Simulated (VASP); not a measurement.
A run of VASP 6.6.1:

File INCAR:

```
SYSTEM = B
PREC = Accurate
ENCUT = 600
EDIFF = 1E-7
ISMEAR = -1
SIGMA = 0.1
LREAL = .False.
LASPH = .True.
NELM = 80
ALGO = Normal
ISIF = 3
LWAVE = .False.
LCHARG = .False.
GGA = RP
IBRION = 2
NSW = 80
EDIFFG = -0.01
```

The input KPOINTS:

```
Automatic mesh
0
Gamma
  13 13 13
  0 0 0
```

File POSCAR:

```
B
1.0
    0.0000000000      2.0683080914      2.0683080914
    2.0683080914      0.0000000000      2.0683080914
    2.0683080914      2.0683080914      0.0000000000
B
2
Direct
    0.1250000000      0.1250000000      0.1250000000
    0.8750000000      0.8750000000      0.8750000000
```

Potentials or basis: VASP PAW PBE potentials, release 64 (B).

Run with:

```sh
$ cat potpaw_PBE.64/B/POTCAR > POTCAR
$ mpirun -np 1 vasp_std > vasp.out
```

Hardware: 1 thread of AMD EPYC 7R13 Processor (Zen 3) (shared host).

Problem. How long does it take, and how much memory?

Solution. Wall time 16 s on 1 thread of AMD EPYC 7R13 Processor (Zen 3), with other jobs on the host, peak memory 0.1 GiB. Counts: scf iterations 24, k points 84, ion steps 3.
